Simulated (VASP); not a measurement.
Here is a VASP 6.6.1 calculation.

POSCAR

```
Pt
1.0
    2.8149583939      0.0000000000      0.0000000000
   -1.4074791970      2.4378254797      0.0000000000
    0.0000000000      0.0000000000      4.6938729642
Pt
2
Direct
    0.6666666667      0.3333333333      0.7500000000
    0.3333333333      0.6666666667      0.2500000000
```

Contents of INCAR.step1:

```
SYSTEM = Pt
PREC = Accurate
ENCUT = 520
ISMEAR = 0
SIGMA = 0.15
LREAL = .FALSE.
LASPH = .TRUE.
NELM = 60
NBANDS = 17
GGA = PE
ALGO = Normal
EDIFF = 1E-4
LWAVE = .TRUE.
LCHARG = .FALSE.
```

The input INCAR.step2:

```
SYSTEM = Pt
PREC = Accurate
ENCUT = 520
EDIFF = 1E-6
ISMEAR = 0
SIGMA = 0.15
LREAL = .FALSE.
LASPH = .TRUE.
NELM = 60
ALGO = Normal
ISIF = 2
LWAVE = .FALSE.
LCHARG = .TRUE.
METAGGA = R2SCAN
LMIXTAU = .TRUE.
LELF = .TRUE.
LVHAR = .TRUE.
NBANDS = 17
ISTART = 1
```

Contents of KPOINTS:

```
Automatic mesh
0
G
  24 24 12
  0 0 0
```

Potentials or basis: VASP PAW PBE potentials, release 64 (Pt).

The run is started by

```console
$ cat potpaw_PBE.64/Pt/POTCAR > POTCAR
$ cp INCAR.step1 INCAR
$ mpirun -np 1 vasp_std > vasp.out
$ cp INCAR.step2 INCAR
$ mpirun -np 1 vasp_std > vasp.out
```

Q: Estimate the band gap on the k mesh.

A: Zero (band 10 reaches 10.14 eV, above the bottom of band 11 at 8.90 eV).

Q: What does it give for the pressure?

A: -10.3 GPa.

Stress tensor (GPa, compression positive):
```
-12.59   0.00   0.00
  0.00 -12.59   0.00
  0.00   0.00  -5.73
```

Caveat: the cell differs from its parent crystal (strain +0.030 along x and y, -0.015 along z); the PAW data sets were made with another functional, which shifts forces and pressure a little; spin-orbit coupling is left out, which moves the levels of the heavy elements.
